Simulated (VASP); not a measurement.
# Ir (C2/m) in VASP: further runs, part 2 of 2

VASP 6.6.1. The steps go on from the part before.

## (5) Single point, LDA (atoms displaced along several vibrational modes)

File INCAR:

```
SYSTEM = Ir
PREC = Accurate ; ENCUT = 520
EDIFF = 1E-7 ; ISMEAR = 0
SIGMA = 0.15 ; LREAL = .FALSE.
LASPH = .TRUE. ; NELM = 60
ALGO = Fast ; ISIF = 2
LWAVE = .FALSE. ; LCHARG = .FALSE.
GGA = CA ; NBANDS = 16
```

File KPOINTS:

```
Automatic mesh
0
G
  16 16 12
  0 0 0
```

File POSCAR:

```
Ir
1.0
    0.0000000000     -1.9054060557     -1.9054060557
    0.0000000000      1.9054060557     -1.9054060557
    3.8108121114      0.0000000000      0.0000000000
Ir
2
Direct
    0.5251914808      0.4748085192      0.4831531972
   -0.0251914808      0.0251914808      0.0168468028
```

Potentials or basis: VASP PAW LDA potentials, release 64 (Ir).

Command:

```sh
$ cat potpaw_LDA.64/Ir/POTCAR > POTCAR
$ mpirun -np 1 vasp_std > vasp.out
```

OUTCAR:

```text
SYSTEM = Ir
   PREC = Accurate
   ENCUT = 520
   EDIFF = 1E-7
   ISMEAR = 0
   LREAL = .FALSE.
   LASPH = .TRUE.
   NELM = 60
   ISIF = 2
   GGA = CA

 ion  position               nearest neighbor table
   1  0.525  0.475  0.483-   2 2.47   2 2.61   2 2.61   2 2.66   2 2.75   2 2.79   2 2.79   2 2.92

   2  0.975  0.025  0.017-   1 2.47   1 2.61   1 2.61   1 2.66   1 2.75   1 2.79   1 2.79   1 2.92

  LATTYP: Found a simple tetragonal cell.
 ALAT       =     2.6946510858
 C/A-ratio  =     1.4142135624

  Lattice vectors:

 A1 = (   0.0000000000,  -1.9054060557,  -1.9054060557)
 A2 = (   0.0000000000,   1.9054060557,  -1.9054060557)
 A3 = (   3.8108121114,   0.0000000000,   0.0000000000)

Analysis of symmetry for initial positions (statically):
=====================================================================
 Subroutine PRICEL returns:
 Original cell was already a primitive cell.

 Routine SETGRP: Setting up the symmetry group for a
 simple tetragonal supercell.

 Subroutine GETGRP returns: Found  4 space group operations
 (whereof  2 operations were pure point group operations)
 out of a pool of 16 trial point group operations.

[... 166 lines left out ...]

 val. band max:       10.7697154428   @ k =   0.3750  -0.4375   0.1667
 cond. band min:      10.7709057034   @ k =   0.1875   0.1875   0.2500
 fundamental gap:      0.0011902606
 Fermi energy:        10.7698779479

 k-point     1 :       0.0000    0.0000    0.0000
  band No.  band energies     occupation
      1      -0.6272      2.00000
      2       2.4892      2.00000
      3       3.0557      2.00000
      4       6.4521      2.00000
      5       6.5109      2.00000
      6       6.8842      2.00000
[... 433 lines left out ...]
      3       5.1571      2.00000
      4       5.4528      2.00000
      5       5.5645      2.00000
      6       6.2844      2.00000
[... 8 lines left out ...]
     15      24.9511      0.00000
     16      26.6652      0.00000

 [... further k-points ...]

------------------------ aborting loop because EDIFF is reached ----------------------------------------

  FORCE on cell =-STRESS in cart. coord.  units (eV):
  Direction    XX          YY          ZZ          XY          YZ          ZX
  --------------------------------------------------------------------------------------
  -------------------------------------------------------------------------------------
  Total        2.4051174      2.2151244      0.6892001      1.5962509      0.0000000      0.0000000
  in kB      139.2593140    128.2584812     39.9055516     92.4249307      0.0000000      0.0000000
  external PRESSURE =     102.4744489 kB  Pullay stress =       0.0000000 kB

 VOLUME and BASIS-vectors are now :
 -----------------------------------------------------------------------------
  energy-cutoff  :      520.00
  volume of cell :       27.67
      direct lattice vectors                 reciprocal lattice vectors
     0.000000000 -1.905406056 -1.905406056     0.000000000 -0.262411258 -0.262411258
     0.000000000  1.905406056 -1.905406056     0.000000000  0.262411258 -0.262411258
     3.810812111  0.000000000  0.000000000     0.262411258  0.000000000  0.000000000

 POSITION                                       TOTAL-FORCE (eV/Angst)
 -----------------------------------------------------------------------------------
      1.84121     -0.09600     -1.90541         2.095043      1.799390      0.000000
      0.06420     -1.80941     -1.90541        -2.095043     -1.799390      0.000000
 -----------------------------------------------------------------------------------
    total drift:                               -0.000000      0.000000     -0.000000

  FREE ENERGIE OF THE ION-ELECTRON SYSTEM (eV)
  ---------------------------------------------------
  free  energy   TOTEN  =       -20.3693441343 eV

  energy  without entropy=      -20.3487951819  energy(sigma->0) =      -20.35906966
```

It took 2.6 min on 1 thread of Intel Xeon 6975P-C (Granite Rapids), shared host; peak memory 0.39 GiB.

Results:

```
Free energy            : -20.3693 eV
Pressure               : 10.2 GPa
Largest force          : 2.762 eV/Å
Band gap on the k mesh : zero (bands 9 and 10 overlap by 2.86 eV)
```

Forces in eV/Å, atoms in the order of the input:
```
Ir   2.095  1.799  0.000
Ir  -2.095 -1.799  0.000
```

Caveat: the cell differs from its parent crystal (atoms displaced along several vibrational modes); the stress differs along the axes, from 4 to 14 GPa; spin-orbit coupling is left out, which moves the levels of the heavy elements; forces of over 1 eV/Å act on the atoms, so gaps and moduli don't describe the material at rest.

## (6) Single point, LDA (atoms displaced along several vibrational modes)

File INCAR:

```
PREC = Accurate ; ENCUT = 520
EDIFF = 1E-7 ; ISMEAR = 0
SIGMA = 0.15 ; LREAL = F
LASPH = T ; NELM = 60
ALGO = Fast ; ISIF = 2
LWAVE = F ; LCHARG = F
GGA = CA ; NBANDS = 16
```

File KPOINTS:

```
regular mesh
0
Gamma
  16 16 12
```

File POSCAR:

```
Ir
1.0
    0.0000000000     -1.9054060557     -1.9054060557
    0.0000000000      1.9054060557     -1.9054060557
    3.8108121114      0.0000000000      0.0000000000
Ir
2
Direct
    0.5151148885      0.4848851115      0.4887687982
   -0.0151148885      0.0151148885      0.0112312018
```

Potentials or basis: VASP PAW LDA potentials, release 64 (Ir).

Command:

```sh
$ cat potpaw_LDA.64/Ir/POTCAR > POTCAR
$ mpirun -np 1 vasp_std > vasp.out
```

Wall time 2.6 min (1 thread of Intel Xeon 6975P-C (Granite Rapids), shared host); peak memory 0.39 GiB.

It converged, with:

- Free energy: -20.5457 eV
- Pressure: 5.7 GPa
- Largest force: 1.603 eV/Å
- Band gap on the k mesh: zero (bands 9 and 10 overlap by 3.13 eV)

Forces on the atoms (eV/Å):
```
Ir   1.256  0.996  0.000
Ir  -1.256 -0.996  0.000
```

Stress tensor (GPa, compression positive):
```
7.11 3.64 0.00
3.64 6.63 0.00
0.00 0.00 3.44
```

Levels at points of the mesh, in eV from the Fermi level:
```
           k point  band 7  band 8  band 9  band 10  band 11  band 12
(0.00, 0.00, 0.00)   -1.35   -1.23    0.88     1.39     1.53     1.84
(0.50, 0.00, 0.00)   -2.66   -2.64   -1.60    -0.91     2.68     3.23
(0.50, 0.50, 0.00)    1.40    1.48    1.48     1.54     1.74     2.16
(0.00, 0.00, 0.50)   -2.20   -2.10   -1.67    -1.62    -0.45     0.06
(0.50, 0.00, 0.50)   -0.86   -0.77    0.84     0.85     0.93     1.05
(0.50, 0.50, 0.50)   -1.78   -1.76    1.51     1.52     7.94     8.22
```

Caveat: the cell differs from its parent crystal (atoms displaced along several vibrational modes); the cell stands under pressure; spin-orbit coupling is left out, which moves the levels of the heavy elements; forces of over 1 eV/Å act on the atoms, so gaps and moduli don't describe the material at rest.

## (7) Overview

```tsv
cell	further INCAR settings	gap on the mesh (eV)	pressure (GPa)	largest force (eV/Å)
as given, atomic positions A	ALGO = Fast; EDIFF = 1e-06; NBANDS = 16	none	8.8	2.45
as given, atomic positions B	ALGO = Fast; EDIFF = 1e-07; NBANDS = 16	none	11.7	3.14
as given, atomic positions C	ALGO = Fast; EDIFF = 1e-06; NBANDS = 16	none	18.1	4.25
as given, atomic positions D	ALGO = Fast; EDIFF = 1e-07; NBANDS = 16	none	10.2	2.76
as given, atomic positions E	ALGO = Fast; EDIFF = 1e-07; NBANDS = 16	none	5.7	1.60
```

Alike in all rows: task single point; level LDA; potentials or basis VASP PAW LDA potentials, release 64 (Ir); no spin polarisation; k mesh 16 × 16 × 12; cutoff (eV) 520; smearing gaussian 0.15 eV.

Caveats: spin-orbit coupling is left out, which moves the levels of the heavy elements; forces of over 1 eV/Å act on the atoms, so gaps and moduli don't describe the material at rest; the stress differs along the axes, from 5 to 11 GPa (at least some runs); the stress differs along the axes, from 7 to 15 GPa (at least some runs); the stress differs along the axes, from 11 to 23 GPa (at least some runs); the stress differs along the axes, from 4 to 14 GPa (at least some runs); the cell stands under pressure (at least some runs).

Absolute energies hang on the potentials; compare differences alone.
